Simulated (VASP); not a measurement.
Cu, 1 atom in the cell. The structure is cubic, space group Fm-3m (No. 225). Conventional cell: a = 3.833 Å, b = 3.833 Å, c = 3.833 Å, α = 90.00°, β = 90.00°, γ = 90.00°. Cu (site symmetry m-3m) has 12 Cu at 2.71 Å within 3.6 Å.  This cell differs from its parent crystal: Ag replaced by Cu, lengths x 0.946, strained.

```yaml
Program: VASP 6.6.1
Task: single point
Functional: PBE
Potentials_or_basis: VASP PAW PBE potentials, release 64 (Cu)
Cutoff: 520 eV
k_mesh: 18 × 18 × 18
Occupations: gaussian, width 0.1 eV
Spin: no spin polarisation
Dipole_correction: no
Further_INCAR_settings: ALGO = Normal; EDIFF = 1e-07; NBANDS = 12
```

Potentials or basis: VASP PAW PBE potentials, release 64 (Cu).

Launch:

```sh
$ cat potpaw_PBE.64/Cu/POTCAR > POTCAR
$ mpirun -np 1 vasp_std > vasp.out
```

Hardware: 1 thread of Intel Xeon 6975P-C, with other jobs on the host.

Problem. Estimate the wall time of this run.

Solution. It took 17 s on 1 thread of Intel Xeon 6975P-C, with other jobs on the host, peak memory 0.14 GiB. Counts: scf iterations 12, k points 195.
